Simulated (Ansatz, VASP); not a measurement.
## One calculation of ZrC, two programs

INCAR

```
SYSTEM = ZrC
PREC = Accurate ; ENCUT = 520
EDIFF = 1E-7 ; ISMEAR = -1
SIGMA = 0.05 ; LREAL = .False.
LASPH = .True. ; NELM = 100
ALGO = Normal ; ISIF = 2
LWAVE = .False. ; LCHARG = .True.
LELF = .True. ; LVHAR = .True.
NBANDS = 15
```

Contents of KPOINTS:

```
Automatic mesh
0
Gamma
  10 10 10
  0 0 0
```

The input POSCAR:

```
ZrC
1.0
    0.0000000000      2.3330366223      2.3330366223
    2.3330366223      0.0000000000      2.3330366223
    2.3330366223      2.3330366223      0.0000000000
Zr C
1 1
Direct
    0.5000000000      0.5000000000      0.5000000000
    0.0000000000      0.0000000000      0.0000000000
```

Contents of input.yaml:

```yaml
crystal:
  lattice:
    - [0.0, 2.3330366223, 2.3330366223]
    - [2.3330366223, 0.0, 2.3330366223]
    - [2.3330366223, 2.3330366223, 0.0]
  atoms:
    - { symbol: Zr, position: [0.5, 0.5, 0.5] }
    - { symbol: C, position: [0.0, 0.0, 0.0] }
hamiltonian:
  xc: lda
  pseudopotentials: { kind: paw, xc_functional: lda, accuracy: standard }
kpoints:
  mp_grid: { grid: [10, 10, 10] }
scf:
  occupations: { method: fermi_dirac, width: 0.05 }
output:
  forces: true
  stress: true
  eigenvalues: true
```

Alike in both runs: task single point; functional LDA; k mesh 10 × 10 × 10; occupations fermi-dirac, width 0.05 eV; no spin polarisation.

|  | VASP | Ansatz |
| --- | --- | --- |
| version | VASP 6.6.1 | Ansatz 0.2.0 |
| potentials or method | VASP PAW LDA potentials, release 64 (Zr_sv, C) | JTH PAW LDA |
| plane-wave cutoff (eV) | 520 | 990 |
| valence electrons in the cell | 16 | 16 |

|  | VASP | Ansatz | Ansatz less VASP |
| --- | --- | --- | --- |
| gap on the k mesh at the Fermi level (eV) | none | none | - |
| pressure (GPa) | -3.2 | -3.9 | -0.73 |

LDA's correlation is that of Perdew and Zunger in VASP and of Perdew and Wang (1992) in Ansatz. A gap of «none» marks a metal or a gap that the smearing closes.
